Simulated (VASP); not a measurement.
# TiNi (P4/mmm) in VASP: notebook

Runs on TiNi. Level: LDA. Tasks: vibrations by perturbation theory.

Program: VASP 6.6.1. These are calculated values, not measurements. Logs are shortened: lines on timing, memory, paths and dates and some standing lists are left out, and cuts for length are marked.

### Step 1. The cell of the first run

The structure is tetragonal, space group P4/mmm (No. 123). The conventional cell has a = 2.689 Å, b = 2.689 Å, c = 3.403 Å, α = 90.00°, β = 90.00°, γ = 90.00°. Ti (site symmetry 4/mmm) has 8 Ni at 2.55 Å and 6 Ti at 2.69 to 3.40 Å within 3.5 Å. Ni (site symmetry 4/mmm) has 8 Ti at 2.55 Å and 6 Ni at 2.69 to 3.40 Å within 3.5 Å.

### Step 2. Vibrations by perturbation theory, LDA (12.30 Å³/atom)

File INCAR:

```
ALGO = Normal
EDIFF = 1E-8
ENCUT = 520
IBRION = 8
ISIF = 2
ISMEAR = -1
LASPH = T
LCHARG = T
LREAL = F
LWAVE = F
NBANDS = 18
NELM = 80
NSW = 1
PREC = Accurate
SIGMA = 0.05
```

File KPOINTS:

```
k-points
0
Gamma
  14 14 10
```

File POSCAR:

```
TiNi
1.0
    2.6886645908      0.0000000000      0.0000000000
    0.0000000000      2.6886645908      0.0000000000
    0.0000000000      0.0000000000      3.4031188882
Ti Ni
1 1
Direct
    0.5000000000      0.5000000000      0.5000000000
    0.0000000000      0.0000000000      0.0000000000
```

Potentials or basis: VASP PAW LDA potentials, release 64 (Ti_sv, Ni).

Launch:

```bash
$ cat potpaw_LDA.64/Ti_sv/POTCAR potpaw_LDA.64/Ni/POTCAR > POTCAR
$ mpirun -np 1 vasp_std > vasp.out
```

OUTCAR:

```text
EDIFF = 1E-8
   ENCUT = 520
   IBRION = 8
   ISIF = 2
   ISMEAR = -1
   LASPH = T
   LREAL = F
   NELM = 80
   NSW = 1
   PREC = Accurate

 ion  position               nearest neighbor table
   1  0.500  0.500  0.500-   2 2.55   2 2.55   2 2.55   2 2.55   2 2.55   2 2.55   2 2.55   2 2.55

   2  0.000  0.000  0.000-   1 2.55   1 2.55   1 2.55   1 2.55   1 2.55   1 2.55   1 2.55   1 2.55

  LATTYP: Found a simple tetragonal cell.
 ALAT       =     2.6886645908
 C/A-ratio  =     1.2657283098

  Lattice vectors:

 A1 = (   2.6886645908,   0.0000000000,   0.0000000000)
 A2 = (   0.0000000000,   2.6886645908,   0.0000000000)
 A3 = (   0.0000000000,   0.0000000000,   3.4031188882)

Analysis of symmetry for initial positions (statically):
=====================================================================
 Subroutine PRICEL returns:
 Original cell was already a primitive cell.

 Routine SETGRP: Setting up the symmetry group for a
 simple tetragonal supercell.

 Subroutine GETGRP returns: Found 16 space group operations
 (whereof 16 operations were pure point group operations)
 out of a pool of 16 trial point group operations.

The static configuration has the point symmetry D_4h.

Analysis of symmetry for dynamics (positions and initial velocities):
=====================================================================
 Subroutine PRICEL returns:
 Original cell was already a primitive cell.

 Routine SETGRP: Setting up the symmetry group for a
 simple tetragonal supercell.

 Subroutine GETGRP returns: Found 16 space group operations
 (whereof 16 operations were pure point group operations)
 out of a pool of 16 trial point group operations.

The dynamic configuration has the point symmetry D_4h.

 Subroutine INISYM returns: Found 16 space group operations
 (whereof 16 operations are pure point group operations),
 and found     1 'primitive' translations

----------------------------------------------------------------------------------------

                                     Primitive cell

  volume of cell :      24.6009

  direct lattice vectors                    reciprocal lattice vectors
     2.688664591  0.000000000  0.000000000     0.371931852  0.000000000  0.000000000
     0.000000000  2.688664591  0.000000000     0.000000000  0.371931852  0.000000000
     0.000000000  0.000000000  3.403118888     0.000000000  0.000000000  0.293848094

  length of vectors
     2.688664591  2.688664591  3.403118888     0.371931852  0.371931852  0.293848094

  position of ions in fractional coordinates (direct lattice)
     0.500000000  0.500000000  0.500000000
     0.000000000  0.000000000  0.000000000

  ion indices of the primitive-cell ions
   primitive index   ion index
                 1           1
                 2           2

----------------------------------------------------------------------------------------

 KPOINTS: k-points

Automatic generation of k-mesh.
 Grid dimensions read from file:
 generate k-points for:   14   14   10

 Generating k-lattice:

  Cartesian coordinates                     Fractional coordinates (reciprocal lattice)
     0.026566561  0.000000000  0.000000000     0.071428571  0.000000000  0.000000000
     0.000000000  0.026566561  0.000000000     0.000000000  0.071428571  0.000000000
     0.000000000  0.000000000  0.029384809     0.000000000  0.000000000  0.100000000

  Length of vectors
     0.026566561  0.026566561  0.029384809

  Shift w.r.t. Gamma in fractional coordinates (k-lattice)
     0.000000000  0.000000000  0.000000000

[... 66 lines left out ...]
   EFERMI_NEDOS =   21; number of points for ismear=-14 and -15
   IALGO  =     38    algorithm
   IMIX   =      4    mixing-type and parameters
     AMIX     =   0.40;   BMIX     =  1.00
     AMIX_MAG =   1.60;   BMIX_MAG =  1.00
  volume/ion in A,a.u.               =      12.30        83.01
  Fermi-wavevector in a.u.,A,eV,Ry     =   1.577244  2.980559 33.847202  2.487699
  Thomas-Fermi vector in A             =   2.677956
   LORBIT       =      0    0 simple, 1 ext, 2 COOP (PROOUT), +10 PAW based schemes
   GGA     = CA    functional components
   LHFCALC =     F    Hartree Fock is set to
   AEXX    =    0.0000 exact exchange contribution
   IVDW    =     0    specifies the selected vdW correction
   LEPSILON=     F    determine dielectric tensor
   LRPA    =     F    only Hartree local field effects (RPA)
 non-spin polarized calculation
  energy-cutoff  :      520.00
  volume of cell :       24.60
 maximum number of plane-waves:       680
 NGX is ok and might be reduce to    20
   NGX =  9   NGY =  9   NGZ = 13

--------------------------------------- Ionic step        1  -------------------------------------------

 number of electron      21.9999996 magnetization

 Free energy of the ion-electron system (eV)
  ---------------------------------------------------
  ext. energy  EPLUGINS =         0.00000000
  ---------------------------------------------------
  free energy    TOTEN  =       -15.87793072 eV

  energy without entropy =      -15.85772059  energy(sigma->0) =      -15.86782566

 E-fermi :  10.2442     XC(G=0): -13.2596

 val. band max:       10.2316680273   @ k =   0.5000   0.0714   0.5000
 cond. band min:      10.2450536825   @ k =   0.2143   0.0714   0.1000
 fundamental gap:      0.0133856552
 Fermi energy:        10.2441596949

 k-point     1 :       0.0000    0.0000    0.0000
  band No.  band energies     occupation
      1     -45.8106      2.00000
      2     -22.4387      2.00000
      3     -22.0438      2.00000
      4     -22.0438      2.00000
      5       2.2974      2.00000
      6       5.8596      2.00000
[... 481 lines left out ...]
      5       5.5365      2.00000
      6       6.7561      2.00000
[... 10 lines left out ...]
     17      21.8683      0.00000
     18      22.2369      0.00000

 [... further k-points ...]
[... 5 lines left out ...]
  --------------------------------------------------------------------------------------
  -------------------------------------------------------------------------------------
  Total        0.4268288      0.4268288      0.4773420      0.0000000      0.0000000      0.0000000
  in kB       27.7980256     27.7980256     31.0877894      0.0000000      0.0000000      0.0000000
  external PRESSURE =      28.8946136 kB  Pullay stress =       0.0000000 kB

 VOLUME and BASIS-vectors are now :
 -----------------------------------------------------------------------------
  energy-cutoff  :      520.00
  volume of cell :       24.60
      direct lattice vectors                 reciprocal lattice vectors
     2.688664591  0.000000000  0.000000000     0.371931852  0.000000000  0.000000000
     0.000000000  2.688664591  0.000000000     0.000000000  0.371931852  0.000000000
     0.000000000  0.000000000  3.403118888     0.000000000  0.000000000  0.293848094

 POSITION                                       TOTAL-FORCE (eV/Angst)
 -----------------------------------------------------------------------------------
      1.34433      1.34433      1.70156         0.000000      0.000000      0.000000
      0.00000      0.00000      0.00000         0.000000      0.000000      0.000000
 -----------------------------------------------------------------------------------
    total drift:                                0.000000      0.000000      0.000000

  FREE ENERGIE OF THE ION-ELECTRON SYSTEM (eV)
  ---------------------------------------------------
  free  energy   TOTEN  =       -15.8779307209 eV

  energy  without entropy=      -15.8577205946  energy(sigma->0) =      -15.86782566

[... ionic steps 2 to 3 ...]

--------------------------------------- Ionic step        4  -------------------------------------------

------------------------ aborting loop because EDIFF is reached ----------------------------------------
[... 11 lines left out ...]
[... ionic steps 8 to 8 ...]

--------------------------------------- Ionic step        9  -------------------------------------------

 Free energy of the ion-electron system (eV)
  ---------------------------------------------------
  ---------------------------------------------------
  free energy    TOTEN  =        -0.19065181 eV

  energy without entropy =       -0.19065182

------------------------ aborting loop because EDIFF is reached ----------------------------------------

 INTERNAL STRAIN TENSOR  FOR ION    2  DIRECTION 3   (eV/Angst):
 -----------------------------------------------------------------------------
    -0.02787  0.00000 -0.00000
     0.00000 -0.02787  0.00000
    -0.00000  0.00000  0.03980

 INTERNAL STRAIN TENSOR FOR ION    2 for displacements in x,y,z  (eV/Angst):
          X           Y           Z          XY          YZ          ZX
  --------------------------------------------------------------------------------
  x     0.00000     0.00000     0.00000     0.00000     0.00000     0.00000
  y     0.00000     0.00000     0.00000     0.00000     0.00000     0.00000
  z     0.00000     0.00000     0.00000     0.00000     0.00000     0.00000

 SECOND DERIVATIVES (NOT SYMMETRIZED)
 ------------------------------------
               1X          1Y          1Z          2X          2Y          2Z
  1X    -4.424274    0.000000    0.000000    4.424274    0.000000    0.000000
  1Y     0.000000   -4.424274    0.000000    0.000000    4.424274    0.000000
  1Z     0.000000   -0.000000   -6.000107   -0.000000    0.000000    6.000107
  2X     4.421171    0.000000    0.000000   -4.421171    0.000000    0.000000
  2Y     0.000000    4.421171    0.000000    0.000000   -4.421171    0.000000
  2Z     0.000000    0.000000    6.016278    0.000000    0.000000   -6.016278

 Eigenvectors and eigenvalues of the dynamical matrix
 ----------------------------------------------------

   1 f  =    7.461935 THz    46.884721 2PiTHz  248.903364 cm-1    30.860070 meV
             X         Y         Z           dx          dy          dz
      1.344332  1.344332  1.701559    -0.000000   -0.000000   -0.741655
      0.000000  0.000000  0.000000    -0.000000    0.000000    0.670782
[... 21 lines left out ...]
   6 f/i=    0.004996 THz     0.031388 2PiTHz    0.166636 cm-1     0.020660 meV
             X         Y         Z           dx          dy          dz
      1.344332  1.344332  1.701559    -0.000000    0.000000    0.670782
      0.000000  0.000000  0.000000    -0.000000    0.000000    0.741655

--------------------------------------------------------------------------------------------------------

 ELASTIC MODULI CONTR FROM IONIC RELAXATION (kBar)
 Direction    XX          YY          ZZ          XY          YZ          ZX
 --------------------------------------------------------------------------------
 XX           0.0000      0.0000      0.0000      0.0000      0.0000      0.0000
 YY           0.0000      0.0000      0.0000      0.0000      0.0000      0.0000
 ZZ           0.0000      0.0000      0.0000      0.0000      0.0000      0.0000
 XY           0.0000      0.0000      0.0000      0.0000      0.0000      0.0000
 YZ           0.0000      0.0000      0.0000      0.0000      0.0000      0.0000
 ZX           0.0000      0.0000      0.0000      0.0000      0.0000      0.0000
 --------------------------------------------------------------------------------
```

Wall time 8.9 min (1 thread of Intel Xeon 6975P-C (Granite Rapids), shared host); peak memory 0.6 GiB.

What came out:

* Highest phonon frequency at Γ: 249 cm⁻¹

Phonon frequencies in cm⁻¹ (negative: imaginary):
| q point | frequencies |
| --- | --- |
| (0.000, 0.000, 0.000) | 0 0 0 214 214 249 |

Caveat: the cell stands under pressure or tension, which shifts response properties. Spin polarisation is off, so any magnetic state and its effect on volume and gap are missing.

[end of part 1 of 2]
